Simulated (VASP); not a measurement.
# Be (Fm-3m) in VASP: further runs

Runs on Be. Level: PBE. Tasks: single point.

Everything below comes from runs of VASP 6.6.1. Logs are shortened: lines on timing, memory, paths and dates and some standing lists are left out, and cuts for length are marked.

## (1) The cell of the first run

Symmetry: Fm-3m, No. 225, cubic system. Conventional cell: a = 3.075 Å, b = 3.075 Å, c = 3.075 Å, α = 90.00°, β = 90.00°, γ = 90.00°. Within 2.9 Å of Be (site symmetry m-3m) lie 12 Be at 2.17 Å.

This isn't the form of Be at room conditions, which is hcp.

## (2) Single point, PBE

Input file INCAR:

```
SYSTEM = Be
PREC = Accurate ; ENCUT = 520
EDIFF = 1E-6 ; ISMEAR = -1
SIGMA = 0.08 ; LREAL = .False.
LASPH = .True. ; NELM = 100
ALGO = Normal ; ISIF = 2
LWAVE = .False. ; LCHARG = .False.
GGA = PE ; NBANDS = 7
```

Input file KPOINTS:

```
Automatic mesh
0
Gamma
  21 21 21
  0 0 0
```

Input file POSCAR:

```
Be
1.0
    0.0000000000      1.5373903778      1.5373903778
    1.5373903778      0.0000000000      1.5373903778
    1.5373903778      1.5373903778      0.0000000000
Be
1
Direct
    0.0000000000      0.0000000000      0.0000000000
```

Potentials or basis: VASP PAW PBE potentials, release 64 (Be).

Launch:

```
cat potpaw_PBE.64/Be/POTCAR > POTCAR
mpirun -np 1 vasp_std > vasp.out
```

OUTCAR:

```text
SYSTEM = Be
   PREC = Accurate
   ENCUT = 520
   EDIFF = 1E-6
   ISMEAR = -1
   LREAL = .False.
   LASPH = .True.
   NELM = 100
   ISIF = 2
   GGA = PE

 ion  position               nearest neighbor table
   1  0.000  0.000  0.000-

  LATTYP: Found a face centered cubic cell.
 ALAT       =     3.0747807556

  Lattice vectors:

 A1 = (   0.0000000000,   1.5373903778,   1.5373903778)
 A2 = (   1.5373903778,   0.0000000000,   1.5373903778)
 A3 = (   1.5373903778,   1.5373903778,   0.0000000000)

Analysis of symmetry for initial positions (statically):
=====================================================================
 Subroutine PRICEL returns:
 Original cell was already a primitive cell.

 Routine SETGRP: Setting up the symmetry group for a
 face centered cubic supercell.

 Subroutine GETGRP returns: Found 48 space group operations
 (whereof 48 operations were pure point group operations)
 out of a pool of 48 trial point group operations.

The static configuration has the point symmetry O_h .

Analysis of symmetry for dynamics (positions and initial velocities):
=====================================================================
 Subroutine PRICEL returns:
 Original cell was already a primitive cell.

 Routine SETGRP: Setting up the symmetry group for a
 face centered cubic supercell.

 Subroutine GETGRP returns: Found 48 space group operations
 (whereof 48 operations were pure point group operations)
 out of a pool of 48 trial point group operations.

The dynamic configuration has the point symmetry O_h .

 Subroutine INISYM returns: Found 48 space group operations
 (whereof 48 operations are pure point group operations),
 and found     1 'primitive' translations

----------------------------------------------------------------------------------------

                                     Primitive cell

  volume of cell :       7.2675

  direct lattice vectors                    reciprocal lattice vectors
     0.000000000  1.537390378  1.537390378    -0.325226440  0.325226440  0.325226440
     1.537390378  0.000000000  1.537390378     0.325226440 -0.325226440  0.325226440
     1.537390378  1.537390378  0.000000000     0.325226440  0.325226440 -0.325226440

  length of vectors
     2.174198323  2.174198323  2.174198323     0.563308719  0.563308719  0.563308719

  position of ions in fractional coordinates (direct lattice)
     0.000000000  0.000000000  0.000000000

  ion indices of the primitive-cell ions
   primitive index   ion index
                 1           1
[... 67 lines left out ...]
   LNONCOLLINEAR =      F non collinear calculations
   LSORBIT =      F    spin-orbit coupling
   LASPH  =      T    aspherical Exc in radial PAW
   ENCUT  =  520.0 eV  38.22 Ry    6.18 a.u.   4.04  4.04  4.04*2*pi/ulx,y,z
   NELM   =    100;   NELMIN=  2; NELMDL= -5     # of ELM steps
   EDIFF  = 0.1E-05   stopping-criterion for ELM
   LREAL  =      F    real-space projection
   EDIFFG = 0.1E-04   stopping-criterion for IOM
   NSW    =      0    number of steps for IOM
   IBRION =     -1    ionic relax: 0-MD 1-quasi-New 2-CG
   NFREE  =      0    steps in history (QN), initial steepest desc. (CG)
   ISIF   =      2    stress and relaxation
   ISYM   =      2    0-nonsym 1-usesym 2-fastsym
   POTIM  = 0.5000    time-step for ionic-motion
   TEBEG  =    0.0;   TEEND  =   0.0 temperature during run
   PSTRESS=    0.0 pullay stress
   NELECT =       2.0000    total number of electrons
   NUPDOWN=      -1.0000    fix difference up-down
   EMIN   =  10.00;   EMAX   =-10.00  energy-range for DOS
   EFERMI =   0.00;   METHOD = LEGACY
   ISMEAR =    -1;   SIGMA  =   0.08  broadening in eV -4-tet -1-fermi 0-gaus
   EFERMI_NEDOS =   21; number of points for ismear=-14 and -15
   IALGO  =     38    algorithm
   IMIX   =      4    mixing-type and parameters
     AMIX     =   0.40;   BMIX     =  1.00
     AMIX_MAG =   1.60;   BMIX_MAG =  1.00
  volume/ion in A,a.u.               =       7.27        49.04
  Fermi-wavevector in a.u.,A,eV,Ry     =   1.064855  2.012285 15.427880  1.133917
  Thomas-Fermi vector in A             =   2.200388
   LORBIT       =      0    0 simple, 1 ext, 2 COOP (PROOUT), +10 PAW based schemes
   GGA     = PE    functional components
[... 5 lines left out ...]
 non-spin polarized calculation
  energy-cutoff  :      520.00
  volume of cell :        7.27
 maximum number of plane-waves:       204
   NGX =  9   NGY =  9   NGZ =  9

 number of electron       2.0000000 magnetization

 Free energy of the ion-electron system (eV)
  ---------------------------------------------------
  ext. energy  EPLUGINS =         0.00000000
  ---------------------------------------------------
  free energy    TOTEN  =        -3.66646702 eV

  energy without entropy =       -3.66504071  energy(sigma->0) =       -3.66575386

 E-fermi :   8.2936     XC(G=0): -10.8904

 val. band max:        8.2771015471   @ k =  -0.2857   0.4762   0.1905
 cond. band min:       8.3306681969   @ k =  -0.3810   0.3333   0.0000
 fundamental gap:      0.0535666498
 Fermi energy:         8.2936264937

 k-point     1 :       0.0000    0.0000    0.0000
  band No.  band energies     occupation
      1      -4.0860      2.00000
      2      28.9905      0.00000
      3      28.9905      0.00000
      4      28.9905      0.00000
      5      38.8839      0.00000
      6      38.8839      0.00000
      7      38.8839      0.00000
[... 221 lines left out ...]
 k-point    24 :      -0.3810    0.0476    0.0000
  band No.  band energies     occupation
      1       1.1439      2.00000
      2      10.9665      0.00000
      3      25.1259      0.00000
      4      26.2852      0.00000
      5      35.1876      0.00000
      6      36.4624      0.00000
      7      40.4932      0.00000

 [... further k-points ...]

------------------------ aborting loop because EDIFF is reached ----------------------------------------

  FORCE on cell =-STRESS in cart. coord.  units (eV):
  Direction    XX          YY          ZZ          XY          YZ          ZX
  --------------------------------------------------------------------------------------
  -------------------------------------------------------------------------------------
  Total        0.5090432      0.5090432      0.5090432      0.0000000     -0.0000000      0.0000000
  in kB      112.2232359    112.2232359    112.2232359      0.0000000     -0.0000000      0.0000000
  external PRESSURE =     112.2232359 kB  Pullay stress =       0.0000000 kB

 VOLUME and BASIS-vectors are now :
 -----------------------------------------------------------------------------
  energy-cutoff  :      520.00
  volume of cell :        7.27
      direct lattice vectors                 reciprocal lattice vectors
     0.000000000  1.537390378  1.537390378    -0.325226440  0.325226440  0.325226440
     1.537390378  0.000000000  1.537390378     0.325226440 -0.325226440  0.325226440
     1.537390378  1.537390378  0.000000000     0.325226440  0.325226440 -0.325226440

 POSITION                                       TOTAL-FORCE (eV/Angst)
 -----------------------------------------------------------------------------------
      0.00000      0.00000      0.00000         0.000000      0.000000      0.000000
 -----------------------------------------------------------------------------------
    total drift:                               -0.000000     -0.000000     -0.000000

  FREE ENERGIE OF THE ION-ELECTRON SYSTEM (eV)
  ---------------------------------------------------
  free  energy   TOTEN  =        -3.6664670167 eV

  energy  without entropy=       -3.6650407088  energy(sigma->0) =       -3.66575386
```

Wall time 6.3 s (1 thread of Intel Xeon 8259CL, shared host); peak memory 0.11 GiB.

What came out:

| Quantity | Value |
| --- | --- |
| Free energy | -3.6665 eV |
| Pressure | 11.2 GPa |
| Band gap on the k mesh | zero (bands 1 and 2 overlap by 0.53 eV) |

Caveat: the cell stands under pressure.

## (3) Single point, PBE

Input file INCAR:

```
SYSTEM = Be
  PREC = Accurate
  ENCUT = 520
  EDIFF = 1E-6
  ISMEAR = -1
  SIGMA = 0.08
  LREAL = .False.
  LASPH = .True.
  NELM = 80
  ALGO = Normal
  ISIF = 2
  LWAVE = .False.
  LCHARG = .False.
  GGA = PE
  NBANDS = 7
```

Input file KPOINTS:

```
regular mesh
0
Gamma
  21 21 21
  0 0 0
```

Input file POSCAR:

```
Be
1.0
    0.0000000000      1.5373183851      1.5373183851
    1.5373183851      0.0000000000      1.5373183851
    1.5373183851      1.5373183851      0.0000000000
Be
1
Direct
    0.0000000000      0.0000000000      0.0000000000
```

Potentials or basis: VASP PAW PBE potentials, release 64 (Be).

Launch:

```
cat potpaw_PBE.64/Be/POTCAR > POTCAR
mpirun -np 1 vasp_std > vasp.out
```

OUTCAR:

```text
SYSTEM = Be
   PREC = Accurate
   ENCUT = 520
   EDIFF = 1E-6
   ISMEAR = -1
   LREAL = .False.
   LASPH = .True.
   NELM = 80
   ISIF = 2
   GGA = PE

 ion  position               nearest neighbor table
   1  0.000  0.000  0.000-

  LATTYP: Found a face centered cubic cell.
 ALAT       =     3.0746367702

  Lattice vectors:

 A1 = (   0.0000000000,   1.5373183851,   1.5373183851)
 A2 = (   1.5373183851,   0.0000000000,   1.5373183851)
 A3 = (   1.5373183851,   1.5373183851,   0.0000000000)

Analysis of symmetry for initial positions (statically):
=====================================================================
 Subroutine PRICEL returns:
 Original cell was already a primitive cell.

 Routine SETGRP: Setting up the symmetry group for a
 face centered cubic supercell.

 Subroutine GETGRP returns: Found 48 space group operations
 (whereof 48 operations were pure point group operations)
 out of a pool of 48 trial point group operations.

The static configuration has the point symmetry O_h .

Analysis of symmetry for dynamics (positions and initial velocities):
=====================================================================
 Subroutine PRICEL returns:
 Original cell was already a primitive cell.

 Routine SETGRP: Setting up the symmetry group for a
 face centered cubic supercell.

 Subroutine GETGRP returns: Found 48 space group operations
 (whereof 48 operations were pure point group operations)
 out of a pool of 48 trial point group operations.

The dynamic configuration has the point symmetry O_h .

 Subroutine INISYM returns: Found 48 space group operations
 (whereof 48 operations are pure point group operations),
 and found     1 'primitive' translations

----------------------------------------------------------------------------------------

                                     Primitive cell

  volume of cell :       7.2664

  direct lattice vectors                    reciprocal lattice vectors
[... 101 lines left out ...]
   EFERMI_NEDOS =   21; number of points for ismear=-14 and -15
   IALGO  =     38    algorithm
   IMIX   =      4    mixing-type and parameters
     AMIX     =   0.40;   BMIX     =  1.00
     AMIX_MAG =   1.60;   BMIX_MAG =  1.00
  volume/ion in A,a.u.               =       7.27        49.04
  Fermi-wavevector in a.u.,A,eV,Ry     =   1.064905  2.012379 15.429325  1.134023
  Thomas-Fermi vector in A             =   2.200439
   LORBIT       =      0    0 simple, 1 ext, 2 COOP (PROOUT), +10 PAW based schemes
   GGA     = PE    functional components
[... 5 lines left out ...]
 non-spin polarized calculation
  energy-cutoff  :      520.00
  volume of cell :        7.27
 maximum number of plane-waves:       204
   NGX =  9   NGY =  9   NGZ =  9

 number of electron       2.0000000 magnetization

 Free energy of the ion-electron system (eV)
  ---------------------------------------------------
  ext. energy  EPLUGINS =         0.00000000
  ---------------------------------------------------
  free energy    TOTEN  =        -3.66639552 eV

  energy without entropy =       -3.66497032  energy(sigma->0) =       -3.66568292

 E-fermi :   8.2949     XC(G=0): -10.8909

 val. band max:        8.2783350262   @ k =  -0.2857   0.4762   0.1905
 cond. band min:       8.3319292912   @ k =  -0.3810   0.3333   0.0000
 fundamental gap:      0.0535942651
 Fermi energy:         8.2949127425

 k-point     1 :       0.0000    0.0000    0.0000
  band No.  band energies     occupation
      1      -4.0856      2.00000
      2      28.9941      0.00000
      3      28.9941      0.00000
      4      28.9941      0.00000
      5      38.8878      0.00000
      6      38.8878      0.00000
      7      38.8878      0.00000
[... 221 lines left out ...]
 k-point    24 :      -0.3810    0.0476    0.0000
  band No.  band energies     occupation
      1       1.1446      2.00000
      2      10.9683      0.00000
      3      25.1291      0.00000
      4      26.2884      0.00000
      5      35.1912      0.00000
      6      36.4661      0.00000
      7      40.4973      0.00000

 [... further k-points ...]

------------------------ aborting loop because EDIFF is reached ----------------------------------------

  FORCE on cell =-STRESS in cart. coord.  units (eV):
  Direction    XX          YY          ZZ          XY          YZ          ZX
  --------------------------------------------------------------------------------------
  -------------------------------------------------------------------------------------
  Total        0.5099813      0.5099813      0.5099813      0.0000000      0.0000000      0.0000000
  in kB      112.4458408    112.4458408    112.4458408      0.0000000      0.0000000      0.0000000
  external PRESSURE =     112.4458408 kB  Pullay stress =       0.0000000 kB

 VOLUME and BASIS-vectors are now :
 -----------------------------------------------------------------------------
  energy-cutoff  :      520.00
  volume of cell :        7.27
      direct lattice vectors                 reciprocal lattice vectors
     0.000000000  1.537318385  1.537318385    -0.325241671  0.325241671  0.325241671
     1.537318385  0.000000000  1.537318385     0.325241671 -0.325241671  0.325241671
     1.537318385  1.537318385  0.000000000     0.325241671  0.325241671 -0.325241671

 POSITION                                       TOTAL-FORCE (eV/Angst)
 -----------------------------------------------------------------------------------
      0.00000      0.00000      0.00000        -0.000000     -0.000000      0.000000
 -----------------------------------------------------------------------------------
    total drift:                                0.000000     -0.000000      0.000000

  FREE ENERGIE OF THE ION-ELECTRON SYSTEM (eV)
  ---------------------------------------------------
  free  energy   TOTEN  =        -3.6663955247 eV

  energy  without entropy=       -3.6649703216  energy(sigma->0) =       -3.66568292
```

OSZICAR:

```text
N       E                     dE             d eps       ncg     rms          rms(c)
DAV:   1    -0.222499094076E+01   -0.22250E+01   -0.11704E+03  4298   0.236E+02
DAV:   2    -0.370282755715E+01   -0.14778E+01   -0.13548E+01  5572   0.275E+01
DAV:   3    -0.370458999510E+01   -0.17624E-02   -0.17624E-02  4578   0.892E-01
DAV:   4    -0.370459022266E+01   -0.22756E-06   -0.22791E-06  6251   0.105E-02
DAV:   5    -0.370459022326E+01   -0.59960E-09   -0.35913E-11  4578   0.205E-05    0.858E-01
DAV:   6    -0.367655618591E+01    0.28034E-01   -0.39154E-03  4578   0.623E-01    0.531E-01
DAV:   7    -0.366639335245E+01    0.10163E-01   -0.34474E-03  4578   0.615E-01    0.346E-02
DAV:   8    -0.366639599098E+01   -0.26385E-05   -0.27449E-06  4984   0.115E-02    0.773E-03
DAV:   9    -0.366639552474E+01    0.46624E-06   -0.21751E-06  5047   0.112E-02
   1 F= -.36663955E+01 E0= -.36656829E+01  d E =-.142520E-02
```

stdout:

```text
POSCAR found type information on POSCAR Be
 POSCAR found :  1 types and       1 ions
 scaLAPACK will be used
 LDA part: xc-table for (Slater+PW92), standard interpolation
 POSCAR, INCAR and KPOINTS ok, starting setup
 FFT: planning ... GRIDC
 FFT: planning ... GRID_SOFT
 FFT: planning ... GRID
 WAVECAR not read
 entering main loop
```

Wall time 5.6 s (1 thread of Intel Xeon 8259CL, shared host); peak memory 0.12 GiB.

Results:

- Free energy: -3.6664 eV
- Pressure: 11.2 GPa
- Band gap on the k mesh: zero (bands 1 and 2 overlap by 0.53 eV)

Levels at points of the mesh, in eV from the Fermi level:
```csv
k point,band 1,band 2,band 3,band 4,band 5,band 6
"(0.00, 0.00, 0.00)",-12.38,20.70,20.70,20.70,30.59,30.59
```

Caveat: the cell stands under pressure.
